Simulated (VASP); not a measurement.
# H12C5O3 in VASP: a series of runs, part 2 of 3

VASP 6.6.1. The steps go on from the part before.

### Step 3. Single point, PBEsol

Input file INCAR:

```
SYSTEM = H12C5O3
ALGO     = Normal         ! electronic algorithm
EDIFF    = 1E-6           ! SCF threshold, eV
ENCUT    = 1000           ! plane-wave cutoff, eV
GGA      = PS             ! functional
GGA_COMPAT= .False.      
ISIF     = 2              ! what is computed and relaxed
ISMEAR   = -1             ! smearing method
LASPH    = .True.         ! aspherical terms in the spheres
LCHARG   = .False.        ! write CHGCAR
LREAL    = Auto         
LWAVE    = .False.        ! write WAVECAR
NBANDS   = 76             ! bands
NELM     = 120            ! most SCF steps
PREC     = Accurate       ! precision mode
SIGMA    = 0.05           ! smearing width, eV
```

Input file KPOINTS:

```
k-points
0
Gamma
  1 1 1
  0 0 0
```

Input file POSCAR:

```
H12C5O3
1.0
    8.1932130000      0.0000000000      0.0000000000
    0.0000000000      8.1932130000      0.0000000000
    0.0000000000      0.0000000000      8.1932130000
C H O
10 24 6
Direct
    0.9148516462      1.0293956261      0.7900208944
    0.8954675735      0.8459930994      0.8081869555
    0.3639890174      0.9765230163      0.8891147077
    0.4221150698      0.8630713209      0.7546544655
    0.9156525869      0.4328525210      0.3297898297
    0.3492126152      0.3817839994      0.1082627270
    0.5475014201      0.2003929112      0.5347827677
    0.0895014487      0.8406002392      0.2936966438
    0.5379575752      0.7851665439      0.2495566589
    0.8652575858      0.4284947426      0.8653493450
    0.9128221235      1.0653839330      0.6604322465
    0.8165843343      1.0958551637      0.8527311631
    1.0316876992      1.0721110204      0.8409744131
    0.9002955548      0.8093745651      0.9376669496
    0.7773644255      0.8041831505      0.7597559958
    0.9921761418      0.7809332025      0.7417188397
    0.3157339501      1.0921303597      0.8406373611
    0.2666633837      0.9192433756      0.9618803256
    0.4631253991      1.0076233610      0.9742553418
    0.4687890968      0.7476206814      0.8053398150
    0.3233849784      0.8338251914      0.6684502251
    0.5221865897      0.9188776357      0.6840991725
    0.9859498824      0.4639070580      0.2167588023
    0.9848090484      0.3639423981      0.4257020536
    0.4256595296      0.3820223025      0.2219274676
    0.4128947390      0.4273830507     -0.0038403703
    0.4307731776      0.2562803260      0.5812279312
    0.6441229727      0.1734719662      0.6278950419
    0.0956310404      0.9632744811      0.2339362301
    0.0861409029      0.7322813030      0.2102074078
    0.6298096223      0.7176123601      0.3249090586
    0.5581503225      0.9194053471      0.2331988685
    0.9453147365      0.3608954758      0.9548210968
    0.9228724445      0.5338252615      0.8009731416
    0.7749506927      0.4730870115      0.3476718324
    0.2082403781      0.3357981408      0.1055646043
    0.5655383852      0.1664793892      0.3918990491
    0.0836152807      0.8248789442      0.4401688148
    0.4211037109      0.7164428495      0.1901789586
    0.7247621178      0.3909827747      0.8394932668
```

Potentials or basis: VASP PAW PBE potentials, release 64 (C_h, H_h, O_h).

Launch:

```console
$ cat potpaw_PBE.64/C_h/POTCAR potpaw_PBE.64/H_h/POTCAR potpaw_PBE.64/O_h/POTCAR > POTCAR
$ mpirun -np 1 vasp_gam > vasp.out
```

OUTCAR:

```text
SYSTEM = H12C5O3
   EDIFF = 1E-6
   ENCUT = 1000
   GGA = PS
   ISIF = 2
   ISMEAR = -1
   LASPH = .True.
   LREAL = Auto
   NELM = 120
   PREC = Accurate

 ion  position               nearest neighbor table
   1  0.915  0.029  0.790-  12 1.10  13 1.10  11 1.10   2 1.52
   2  0.895  0.846  0.808-  16 1.10  15 1.10  14 1.10   1 1.52
   3  0.364  0.977  0.889-  17 1.10  19 1.10  18 1.10   4 1.52
   4  0.422  0.863  0.755-  21 1.10  20 1.10  22 1.10   3 1.52
   5  0.916  0.433  0.330-  23 1.12  24 1.12  35 1.21
   6  0.349  0.382  0.108-  26 1.12  25 1.12  36 1.22
   7  0.548  0.200  0.535-  28 1.12  27 1.13  37 1.21
   8  0.090  0.841  0.294-  29 1.12  30 1.12  38 1.21
   9  0.538  0.785  0.250-  31 1.12  32 1.12  39 1.21
  10  0.865  0.428  0.865-  34 1.12  33 1.13  40 1.21
  11  0.913  0.065  0.660-   1 1.10
  12  0.817  0.096  0.853-   1 1.10
  13  0.032  0.072  0.841-   1 1.10
  14  0.900  0.809  0.938-   2 1.10
  15  0.777  0.804  0.760-   2 1.10
  16  0.992  0.781  0.742-   2 1.10
[... 22 lines left out ...]
  39  0.421  0.716  0.190-   9 1.21
  40  0.725  0.391  0.839-  10 1.21

  LATTYP: Found a simple cubic cell.
 ALAT       =     8.1932130000

  Lattice vectors:

 A1 = (   8.1932130000,   0.0000000000,   0.0000000000)
 A2 = (   0.0000000000,   8.1932130000,   0.0000000000)
 A3 = (   0.0000000000,   0.0000000000,   8.1932130000)

Analysis of symmetry for initial positions (statically):
=====================================================================
 Subroutine PRICEL returns:
 Original cell was already a primitive cell.

 Routine SETGRP: Setting up the symmetry group for a
 simple cubic supercell.

 Subroutine GETGRP returns: Found  1 space group operations
 (whereof  1 operations were pure point group operations)
 out of a pool of 48 trial point group operations.

The static configuration has the point symmetry C_1 .

Analysis of symmetry for dynamics (positions and initial velocities):
=====================================================================
 Subroutine PRICEL returns:
 Original cell was already a primitive cell.

 Routine SETGRP: Setting up the symmetry group for a
 simple cubic supercell.

 Subroutine GETGRP returns: Found  1 space group operations
 (whereof  1 operations were pure point group operations)
 out of a pool of 48 trial point group operations.

The dynamic configuration has the point symmetry C_1 .

 Subroutine INISYM returns: Found  1 space group operations
 (whereof  1 operations are pure point group operations),
 and found     1 'primitive' translations

----------------------------------------------------------------------------------------

                                     Primitive cell

  volume of cell :     550.0001

  direct lattice vectors                    reciprocal lattice vectors
     8.193213000  0.000000000  0.000000000     0.122052240  0.000000000  0.000000000
     0.000000000  8.193213000  0.000000000     0.000000000  0.122052240  0.000000000
     0.000000000  0.000000000  8.193213000     0.000000000  0.000000000  0.122052240

  length of vectors
     8.193213000  8.193213000  8.193213000     0.122052240  0.122052240  0.122052240

  position of ions in fractional coordinates (direct lattice)
     0.914851646  0.029395626  0.790020894
     0.895467573  0.845993099  0.808186955
     0.363989017  0.976523016  0.889114708
     0.422115070  0.863071321  0.754654466
     0.915652587  0.432852521  0.329789830
     0.349212615  0.381783999  0.108262727
[... 32 lines left out ...]
     0.421103711  0.716442849  0.190178959
     0.724762118  0.390982775  0.839493267

  ion indices of the primitive-cell ions
   primitive index   ion index
                 1           1
                 2           2
                 3           3
                 4           4
                 5           5
                 6           6
[... 32 lines left out ...]
                39          39
                40          40

----------------------------------------------------------------------------------------

 KPOINTS: k-points

Automatic generation of k-mesh.
 Grid dimensions read from file:
 generate k-points for:    1    1    1

 Generating k-lattice:

  Cartesian coordinates                     Fractional coordinates (reciprocal lattice)
     0.122052240  0.000000000  0.000000000     1.000000000  0.000000000  0.000000000
     0.000000000  0.122052240  0.000000000     0.000000000  1.000000000  0.000000000
     0.000000000  0.000000000  0.122052240     0.000000000  0.000000000  1.000000000

  Length of vectors
     0.122052240  0.122052240  0.122052240

  Shift w.r.t. Gamma in fractional coordinates (k-lattice)
     0.000000000  0.000000000  0.000000000

 Subroutine IBZKPT returns following result:
 ===========================================

 Found      1 irreducible k-points:

 Following reciprocal coordinates:
            Coordinates               Weight
  0.000000  0.000000  0.000000      1.000000
   k-points           NKPTS =      1   k-points in BZ     NKDIM =      1   number of bands    NBANDS=     76
   number of dos      NEDOS =    301   number of ions     NIONS =     40
   total plane-waves  NPLWV = 729000
   dimension x,y,z NGX =    90 NGY =   90 NGZ =   90
   dimension x,y,z NGXF=   180 NGYF=  180 NGZF=  180
   ions per type =              10  24   6
   NGX,Y,Z   is equivalent  to a cutoff of  18.26, 18.26, 18.26 a.u.
   NGXF,Y,Z  is equivalent  to a cutoff of  36.52, 36.52, 36.52 a.u.
 SYSTEM =  H12C5O3
   PREC   = accura    normal or accurate (medium, high low for compatibility)
   ISTART =      0    job   : 0-new  1-cont  2-samecut
   ICHARG =      2    charge: 1-file 2-atom 10-const
   ISPIN  =      1    spin polarized calculation?
   LNONCOLLINEAR =      F non collinear calculations
   LSORBIT =      F    spin-orbit coupling
   LASPH  =      T    aspherical Exc in radial PAW
   ENCUT  = 1000.0 eV  73.50 Ry    8.57 a.u.  21.13 21.13 21.13*2*pi/ulx,y,z
   NELM   =    120;   NELMIN=  2; NELMDL= -5     # of ELM steps
   EDIFF  = 0.1E-05   stopping-criterion for ELM
   LREAL  =      T    real-space projection
   EDIFFG = 0.1E-04   stopping-criterion for IOM
   NSW    =      0    number of steps for IOM
   IBRION =     -1    ionic relax: 0-MD 1-quasi-New 2-CG
   NFREE  =      0    steps in history (QN), initial steepest desc. (CG)
   ISIF   =      2    stress and relaxation
   ISYM   =      2    0-nonsym 1-usesym 2-fastsym
   POTIM  = 0.5000    time-step for ionic-motion
   TEBEG  =    0.0;   TEEND  =   0.0 temperature during run
   PSTRESS=    0.0 pullay stress
   NELECT =     100.0000    total number of electrons
   NUPDOWN=      -1.0000    fix difference up-down
   EMIN   =  10.00;   EMAX   =-10.00  energy-range for DOS
   EFERMI =   0.00;   METHOD = LEGACY
   ISMEAR =    -1;   SIGMA  =   0.05  broadening in eV -4-tet -1-fermi 0-gaus
   EFERMI_NEDOS =   21; number of points for ismear=-14 and -15
   IALGO  =     38    algorithm
   IMIX   =      4    mixing-type and parameters
     AMIX     =   0.40;   BMIX     =  1.00
     AMIX_MAG =   1.60;   BMIX_MAG =  1.00
  volume/ion in A,a.u.               =      13.75        92.79
  Fermi-wavevector in a.u.,A,eV,Ry     =   0.927443  1.752613 11.703060  0.860151
  Thomas-Fermi vector in A             =   2.053513
   LORBIT       =      0    0 simple, 1 ext, 2 COOP (PROOUT), +10 PAW based schemes
   GGA     = PS    functional components
   LHFCALC =     F    Hartree Fock is set to
   AEXX    =    0.0000 exact exchange contribution
   IVDW    =     0    specifies the selected vdW correction
   LEPSILON=     F    determine dielectric tensor
   LRPA    =     F    only Hartree local field effects (RPA)
 non-spin polarized calculation
  energy-cutoff  :     1000.00
  volume of cell :      550.00
 maximum number of plane-waves:     19804
 NGX is ok and might be reduce to    90
   NGX = 43   NGY = 43   NGZ = 43

 number of electron     100.0000000 magnetization

 number of electron      99.9999999 magnetization

 Free energy of the ion-electron system (eV)
  ---------------------------------------------------
  ext. energy  EPLUGINS =         0.00000000
  ---------------------------------------------------
  free energy    TOTEN  =      -216.05507093 eV

  energy without entropy =     -216.05507093  energy(sigma->0) =     -216.05507093

 E-fermi :  -1.6637     XC(G=0):  -5.9975

 val. band max:       -2.8531757025   @ k =   0.0000   0.0000   0.0000
 cond. band min:       0.1964784113   @ k =   0.0000   0.0000   0.0000
 fundamental gap:      3.0496541139
 Fermi energy:        -1.6636947248

 k-point     1 :       0.0000    0.0000    0.0000
  band No.  band energies     occupation
      1     -23.6855      2.00000
      2     -23.6625      2.00000
      3     -23.6095      2.00000
      4     -23.5984      2.00000
      5     -23.5164      2.00000
      6     -23.3831      2.00000
[... 54 lines left out ...]
     61       3.7305      0.00000
     62       4.0722      0.00000
 [bands above 62 left out]

------------------------ aborting loop because EDIFF is reached ----------------------------------------

  FORCE on cell =-STRESS in cart. coord.  units (eV):
  Direction    XX          YY          ZZ          XY          YZ          ZX
  --------------------------------------------------------------------------------------
  -------------------------------------------------------------------------------------
  Total       -0.1810032      0.4768990     -0.3121670     -0.1168031     -0.2074161     -0.4368341
  in kB       -0.5272714      1.3892304     -0.9093579     -0.3402531     -0.6042135     -1.2725194
  external PRESSURE =      -0.0157996 kB  Pullay stress =       0.0000000 kB

 VOLUME and BASIS-vectors are now :
 -----------------------------------------------------------------------------
  energy-cutoff  :     1000.00
  volume of cell :      550.00
      direct lattice vectors                 reciprocal lattice vectors
     8.193213000  0.000000000  0.000000000     0.122052240  0.000000000  0.000000000
     0.000000000  8.193213000  0.000000000     0.000000000  0.122052240  0.000000000
     0.000000000  0.000000000  8.193213000     0.000000000  0.000000000  0.122052240

 POSITION                                       TOTAL-FORCE (eV/Angst)
 -----------------------------------------------------------------------------------
      7.49557      0.24084      6.47281        -0.004137      0.019227     -0.010216
      7.33676      6.93140      6.62165         0.002877      0.066859      0.033214
      2.98224      8.00086      7.28471         0.021008     -0.031908     -0.016438
      3.45848      7.07133      6.18304        -0.026622      0.057073      0.052712
      7.50214      3.54645      2.70204         0.018601      0.192044     -0.018114
      2.86117      3.12804      0.88702         0.233147      0.133597      0.107895
[... 32 lines left out ...]
      3.45019      5.86997      1.55818        -0.032058     -0.012981      0.009150
      5.93813      3.20341      6.87815        -0.092190     -0.015124      0.033697
 -----------------------------------------------------------------------------------
    total drift:                                0.003454     -0.003799      0.000086

  FREE ENERGIE OF THE ION-ELECTRON SYSTEM (eV)
  ---------------------------------------------------
  free  energy   TOTEN  =      -216.0550709337 eV

  energy  without entropy=     -216.0550709336  energy(sigma->0) =     -216.05507093
```

Wall time 2.3 min (1 thread of AMD EPYC 9R45 (Zen 5), shared host); peak memory 1.2 GiB.

Results:

```
Free energy            : -216.0551 eV
Pressure               : 0.0 GPa
Largest force          : 0.290 eV/Å
Band gap on the k mesh : 3.05 eV
```

Forces in eV/Å, atoms in the order of the input:
```
C   -0.004  0.019 -0.010
C    0.003  0.067  0.033
C    0.021 -0.032 -0.016
C   -0.027  0.057  0.053
C    0.019  0.192 -0.018
C    0.233  0.134  0.108
C   -0.064 -0.194 -0.086
C   -0.101 -0.070 -0.085
C    0.041  0.033  0.114
C    0.131 -0.087  0.132
H    0.004  0.001 -0.018
H   -0.048  0.011  0.025
H    0.007 -0.013  0.005
H    0.035 -0.045  0.020
H   -0.015 -0.026 -0.003
H    0.048 -0.019 -0.002
H   -0.013  0.041 -0.042
H   -0.024  0.000  0.015
H    0.029  0.012  0.022
H   -0.001 -0.021 -0.019
H   -0.019 -0.010 -0.033
H    0.028 -0.034 -0.031
H    0.033 -0.087  0.061
H   -0.040 -0.035 -0.044
H   -0.202 -0.116 -0.149
H   -0.077 -0.054  0.013
H    0.218 -0.003 -0.034
H   -0.119  0.157 -0.047
H    0.071  0.004 -0.006
H    0.041  0.064 -0.037
H   -0.045 -0.025 -0.091
H   -0.029 -0.052  0.001
H   -0.147  0.051 -0.196
H    0.058  0.034 -0.014
O   -0.031 -0.007  0.082
O    0.125  0.042  0.021
O   -0.045  0.035  0.152
O    0.031  0.003  0.081
O   -0.032 -0.013  0.009
O   -0.092 -0.015  0.034
```

Stress tensor (GPa, compression positive):
```
-0.05 -0.03 -0.13
-0.03  0.14 -0.06
-0.13 -0.06 -0.09
```

Caveat: the k points lie up to 0.77 Å⁻¹ apart; the PAW data sets were made with another functional, which shifts forces and pressure a little.

[end of part 2 of 3]
